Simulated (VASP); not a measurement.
Runs of VASP 6.6.1 on CaO. The structure is that of space group Fm-3m (No. 225), or close to it. The cells are those of the table. 

```tsv
level	potentials or basis	cell	k mesh	cutoff (eV)	grid for exact exchange (PRECFOCK)	share of exact exchange	screening parameter	gap on the mesh (eV)	pressure (GPa)
r2SCAN	VASP PAW PBE potentials, release 64 (Ca_sv, O_h)	a = 3.394 Å, angles 58.6°, 2 atoms	10 × 10 × 10	1480	-	-	-	(b)	4.7
HSE06	VASP PAW PBE potentials, release 64 (Ca_sv, O)	a = 3.394 Å, angles 58.6°, 2 atoms	6 × 6 × 6	520	Normal	0.25	0.2079 1/Å	(c)	4.6
r2SCAN	VASP PAW PBE potentials, release 64 (Ca_sv, O_h)	a = 3.396 Å, angles 57.9°, 2 atoms	10 × 10 × 10	1480	-	-	-	4.10	6.7
r2SCAN	VASP PAW PBE potentials, release 64 (Ca_sv, O_h)	a = 3.392 Å, angles 59.3°, 2 atoms	10 × 10 × 10	1480	-	-	-	4.17	2.8
r2SCAN	VASP PAW PBE potentials, release 64 (Ca_sv, O_h)	a = 3.399 Å, angles 57.2°, 2 atoms	10 × 10 × 10	1480	-	-	-	4.05	8.8
HSE06	VASP PAW PBE potentials, release 64 (Ca_sv, O)	a = 3.399 Å, angles 57.2°, 2 atoms	6 × 6 × 6	520	Normal	0.25	0.2079 1/Å	5.16	(d)
HSE06	VASP PAW PBE potentials, release 64 (Ca_sv, O)	a = 3.392 Å, angles 59.3°, 2 atoms	6 × 6 × 6	520	Normal	0.25	0.2079 1/Å	5.27	(a)
```

Alike in all rows: task single point; no spin polarisation; smearing gaussian 0.01 eV.

Problem. Estimate the missing entries.

Solution. (a) 2.7; (b) 4.14; (c) 5.24; (d) 8.7.

Caveats: the PAW data sets were made with another functional, which shifts forces and pressure a little; the cell stands under pressure (at least some runs).

A k mesh can miss the band edges.
